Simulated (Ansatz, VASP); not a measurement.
Two plane-wave programs on GaSb

```xyz
2
Lattice="0.0000 3.0659 3.0659 3.0659 0.0000 3.0659 3.0659 3.0659 0.0000" Properties=species:S:1:pos:R:3 pbc="T T T"
Ga    0.0000    0.0000    0.0000
Sb    1.5329    1.5329    1.5329
```

Alike in both runs: task single point; functional r2SCAN; k mesh 8 × 8 × 8; occupations fermi-dirac, width 0.02 eV; no spin polarisation.

|  | VASP | Ansatz |
| --- | --- | --- |
| version | VASP 6.6.1 | Ansatz 0.2.0 |
| potentials or method | VASP PAW PBE potentials, release 64 (Ga_d, Sb) | plane waves, PAW |
| plane-wave cutoff (eV) | 520 | 500 |
| valence electrons in the cell | 18 | 28 |

Ansatz gave:

```
pressure (GPa) : 0.0
```

Task: What did VASP give for the same quantities?

Result: Pressure (GPa): 0.1.

VASP's potentials were made for PBE, not for r2SCAN. With one functional, cell and mesh, what is left measures potentials, basis and numerics. VASP's potentials hold 18 valence electrons a cell and Ansatz's 28, so a difference there can come from the potentials and not from the codes.

Neither program's run includes spin-orbit coupling.
